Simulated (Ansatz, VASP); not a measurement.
ZrTa3: VASP beside Ansatz

```
Zr Ta
1.0
     4.29010    0.00000    0.00000
     0.00000    4.29010    0.00000
     0.00000    0.00000    4.29010
Zr Ta
1 3
Direct
  0.00000 0.00000 0.00000
  0.00000 0.50000 0.50000
  0.50000 0.00000 0.50000
  0.50000 0.50000 0.00000
```

Alike in both runs: functional PBE; k mesh 12 × 12 × 12; occupations gaussian, width 0.1 eV; no spin polarisation.

Ansatz relaxed the structure, and its values are those at the end. VASP's run is a single point on that final structure, the one shown.

|  | VASP | Ansatz |
| --- | --- | --- |
| version | VASP 6.6.1 | Ansatz 0.2.0 |
| potentials or method | VASP PAW PBE potentials, release 64 (Zr_sv, Ta_pv), cutoff 520 eV | scalar-relativistic, plane waves, PAW |
| valence electrons in the cell | 45 | 51 |

|  | VASP | Ansatz | Ansatz less VASP |
| --- | --- | --- | --- |
| gap on the k mesh at the Fermi level (eV) | none | none | - |
| pressure (GPa) | 0.0 | 0.0 | +0.01 |

A gap of «none» marks a metal or a gap that the smearing closes. VASP's potentials hold 45 valence electrons a cell and Ansatz's 51, so a difference there can come from the potentials and not from the codes.

Neither program's run includes spin-orbit coupling.
